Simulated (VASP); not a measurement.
A run of VASP 6.6.1 is set up as follows.

Contents of POSCAR:

```
PtSe2
1.0
    3.6990059583      0.0000000000      0.0000000000
   -1.8495029792      3.2034331287      0.0000000000
    0.0000000000      0.0000000000      5.0280258220
Pt Se
1 2
Direct
    0.0000000000      0.0000000000      0.0000000000
    0.6666666667      0.3333333333      0.7500000000
    0.3333333333      0.6666666667      0.2500000000
```

The input INCAR.step1:

```
PREC = Accurate
ENCUT = 520
ISMEAR = -1
SIGMA = 0.05
LREAL = False
LASPH = True
NELM = 80
NBANDS = 18
GGA = PE
ALGO = Normal
EDIFF = 1E-4
LWAVE = True
LCHARG = False
```

The input INCAR.step2:

```
PREC = Accurate
ENCUT = 520
EDIFF = 1E-6
ISMEAR = -1
SIGMA = 0.05
LREAL = False
LASPH = True
NELM = 80
ALGO = Normal
ISIF = 2
LWAVE = False
LCHARG = False
METAGGA = R2SCAN
LMIXTAU = True
LUSE_VDW = True
IVDW_NL = 2
BPARAM = 11.95
CPARAM = 0.0093
NBANDS = 18
ISTART = 1
```

KPOINTS

```
regular mesh
0
Gamma
  8 8 5
```

Potentials or basis: VASP PAW PBE potentials, release 64 (Pt, Se).

The run is started by

```bash
$ cat potpaw_PBE.64/Pt/POTCAR potpaw_PBE.64/Se/POTCAR > POTCAR
$ cp INCAR.step1 INCAR
$ mpirun -np 1 vasp_std > vasp.out
$ cp INCAR.step2 INCAR
$ mpirun -np 1 vasp_std > vasp.out
```

(1) Estimate the band gap on the k mesh.

(2) Estimate the pressure.

(3) What does it give for the largest force?

## Answers

(1) zero (bands 11 and 12 overlap by 0.18 eV).

(2) 7.1 GPa.

(3) 0.716 eV/Å.

Caveat: the cell stands under pressure; the PAW data sets were made with another functional, which shifts forces and pressure a little; spin-orbit coupling is left out, which moves the levels of the heavy elements.
